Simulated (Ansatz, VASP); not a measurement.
**One calculation of ReCl, two programs**

```xyz
2
Lattice="0.0000 2.5541 2.5541 2.5541 0.0000 2.5541 2.5541 2.5541 0.0000" Properties=species:S:1:pos:R:3 pbc="T T T"
Re    0.0000    0.0000    0.0000
Cl    2.5541    2.5541    2.5541
```

Alike in both runs: functional PBE; k mesh 18 × 18 × 18; occupations gaussian, width 0.1 eV; collinear spin.

Ansatz relaxed the structure, and its values are those at the end. VASP's run is a single point on that final structure, the one shown.

|  | VASP | Ansatz |
| --- | --- | --- |
| version | VASP 6.6.1 | Ansatz 0.2.0 |
| potentials or method | VASP PAW PBE potentials, release 64 (Re, Cl), cutoff 520 eV | scalar-relativistic, plane waves, PAW |
| valence electrons in the cell | 14 | 22 |

```csv
,VASP,Ansatz,Ansatz less VASP
gap on the k mesh at the Fermi level (eV),none,none,-
pressure (GPa),1.0,0.0,-0.91
net moment per atom (μB),1.04,1.04,+0.002
size of the moment on the site where the two differ most (μB),1.89,1.52,-0.372
```

Site moments also hang on the region over which each program counts them. A gap of «none» marks a metal or a gap that the smearing closes. VASP's potentials hold 14 valence electrons a cell and Ansatz's 22, so a difference there can come from the potentials and not from the codes.

Neither program's run includes spin-orbit coupling.
